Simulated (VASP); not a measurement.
Set up this calculation in VASP 6.6.1, as the native input.

| Item | Value |
| --- | --- |
| Task | single point |
| Functional | PBE |
| Potentials or basis | VASP PAW PBE potentials, release 64 (Sn_d, O) |
| Cutoff | 520 eV |
| k mesh | 6 × 6 × 6 |
| Occupations | gaussian, width 0.05 eV |
| Spin | no spin polarisation |
| Dipole correction | no |
| Further INCAR settings | ALGO = Normal; EDIFF = 1e-06; NBANDS = 64 |

The structure of SnO2 lies in POSCAR:

```
SnO2
1.0
    4.5905178537      0.0000000000      0.0000000000
    0.0000000000      5.5807055979      0.0000000000
    0.0000000000      0.0000000000      5.0841724145
Sn O
4 8
Direct
    0.5000000000      0.6651654903      0.7500000000
    0.0000000000      0.8348345097      0.2500000000
    0.5000000000      0.3348345097      0.2500000000
    0.0000000000      0.1651654903      0.7500000000
    0.7301204269      0.6070551965      0.0781681516
    0.2301204269      0.8929448035      0.9218318484
    0.7698795731      0.8929448035      0.5781681516
    0.2698795731      0.6070551965      0.4218318484
    0.7301204269      0.3929448035      0.5781681516
    0.2301204269      0.1070551965      0.4218318484
    0.7698795731      0.1070551965      0.0781681516
    0.2698795731      0.3929448035      0.9218318484
```

The input as run:

INCAR

```
SYSTEM = SnO2
ALGO = Normal
EDIFF = 1E-6
ENCUT = 520
GGA = PE
ISIF = 2
ISMEAR = 0
LASPH = .TRUE.
LCHARG = .TRUE.
LELF = .TRUE.
LREAL = .FALSE.
LVHAR = .TRUE.
LWAVE = .FALSE.
NBANDS = 64
NELM = 80
PREC = Accurate
SIGMA = 0.05
```

KPOINTS

```
k-points
0
G
  6 6 6
  0 0 0
```

Potentials or basis: VASP PAW PBE potentials, release 64 (Sn_d, O).

The run is started by

```bash
$ cat potpaw_PBE.64/Sn_d/POTCAR potpaw_PBE.64/O/POTCAR > POTCAR
$ mpirun -np 1 vasp_std > vasp.out
```

It gave:

- Pressure: 32.8 GPa
- Largest force: 0.495 eV/Å
- Band gap on the k mesh: 2.48 eV, direct

Caveat: spin-orbit coupling is left out, which moves the levels of the heavy elements.

It took 7.8 min on 1 thread of Intel(R) Xeon(R) Platinum 8375C CPU @ 2.90GHz (Ice Lake), on a shared host, peak memory 0.47 GiB.
